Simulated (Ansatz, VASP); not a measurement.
# One calculation of Ti, two programs

Contents of INCAR:

```
PREC = Accurate ; ENCUT = 520
EDIFF = 1E-7 ; ISMEAR = 0
SIGMA = 0.15 ; LREAL = False
LASPH = True ; NELM = 100
ALGO = Fast ; ISIF = 2
LWAVE = False ; LCHARG = False
GGA = PE ; NBANDS = 19
```

File KPOINTS:

```
Automatic mesh
0
Gamma
  18 18 10
```

Contents of POSCAR:

```
Ti
1.0
    2.9057478925      0.0000000000      0.0000000000
   -1.4528739462      2.5164514919      0.0000000000
    0.0000000000      0.0000000000      4.6860000000
Ti
2
Direct
    0.3333333333      0.6666666667      0.2500000000
    0.6666666667      0.3333333333      0.7500000000
```

Input for Ansatz:

```yaml
crystal:
  lattice:
    - [2.9057478925, 0.0, 0.0]
    - [-1.4528739462, 2.5164514919, 0.0]
    - [0.0, 0.0, 4.686]
  atoms:
    - { symbol: Ti, position: [0.3333333333, 0.6666666667, 0.25] }
    - { symbol: Ti, position: [0.6666666667, 0.3333333333, 0.75] }
basis:
  ecutwfc: 420
kpoints:
  mp_grid: { grid: [18, 18, 10] }
hamiltonian:
  xc: pbe
scf:
  occupations: { method: gaussian, width: 0.15 }
output:
  forces: true
  stress: true
  eigenvalues: true
  write_density: true
  write_potential: true
  elf: true
  volumetric_format: npy
```

Change from the starting cell: strain -0.0150 x Voigt [1, 1, 0, 0, 0, 0], atoms carried along.

Alike in both runs: task single point; functional PBE; k mesh 18 × 18 × 10; occupations gaussian, width 0.15 eV; no spin polarisation.

|  | VASP | Ansatz |
| --- | --- | --- |
| version | VASP 6.6.1 | Ansatz 0.2.0 |
| potentials or method | VASP PAW PBE potentials, release 64 (Ti_sv), cutoff 520 eV | scalar-relativistic, plane waves, PAW |
| valence electrons in the cell | 24 | 24 |

Ansatz gave:

```
gap on the k mesh at the Fermi level (eV)                     : none
pressure (GPa)                                                : 1.7
traceless stress, the component that is largest in VASP (GPa) : -1.43
```

Estimate VASP's values.

gap on the k mesh at the Fermi level (eV): none; pressure (GPa): 1.4; traceless stress, the component that is largest in VASP (GPa): -1.43.

A gap of «none» marks a metal or a gap that the smearing closes.
